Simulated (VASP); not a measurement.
Here is a VASP 6.6.1 calculation.

INCAR

```
SYSTEM = BeRe
PREC = Accurate ; ENCUT = 520
EDIFF = 1E-7 ; ISMEAR = 0
SIGMA = 0.1 ; LREAL = .False.
LASPH = .True. ; NELM = 80
ALGO = Fast ; ISIF = 2
LWAVE = .False. ; LCHARG = .True.
GGA = PE ; LELF = .True.
LVHAR = .True. ; NBANDS = 28
```

KPOINTS

```
Automatic mesh
0
Gamma
  12 12 8
  0 0 0
```

File POSCAR:

```
BeRe
1.0
    5.4150624577     -1.5611799040     -0.0049383931
    5.4150624577      1.5611799040     -0.0049383931
   -1.6373048164      0.0000000000      5.3905988182
Be Re
4 4
Direct
    0.9103056521      0.9103056521      0.9896699725
    0.6416320476      0.6416320476      0.5506499144
    0.7679291889      0.7679291889      0.1530739215
    0.8433627118      0.8433627118      0.5732067098
    0.2399375799      0.2399375799      0.8264169196
    0.4327323647      0.4327323647      0.3146405833
    0.5296916686      0.5296916686      0.8423839712
    0.1339827353      0.1339827353      0.2499580076
```

Potentials or basis: VASP PAW PBE potentials, release 64 (Be, Re).

Run with:

```sh
$ cat potpaw_PBE.64/Be/POTCAR potpaw_PBE.64/Re/POTCAR > POTCAR
$ mpirun -np 1 vasp_std > vasp.out
```

Task: What does it give for the pressure?

Result: 0.1 GPa.

Task: What does it give for the largest force?

Result: 0.023 eV/Å.

Task: Estimate the band gap on the k mesh.

Result: Zero (band 18 reaches 7.59 eV, above the bottom of band 19 at 6.87 eV).

Forces on the atoms (eV/Å):
```
Be   0.013  0.000 -0.007
Be  -0.004  0.000 -0.001
Be  -0.008  0.000  0.006
Be   0.008  0.000 -0.005
Re  -0.021  0.000 -0.009
Re   0.015  0.000  0.013
Re   0.001  0.000  0.010
Re  -0.002  0.000 -0.006
```

Caveat: spin-orbit coupling is left out, which moves the levels of the heavy elements.
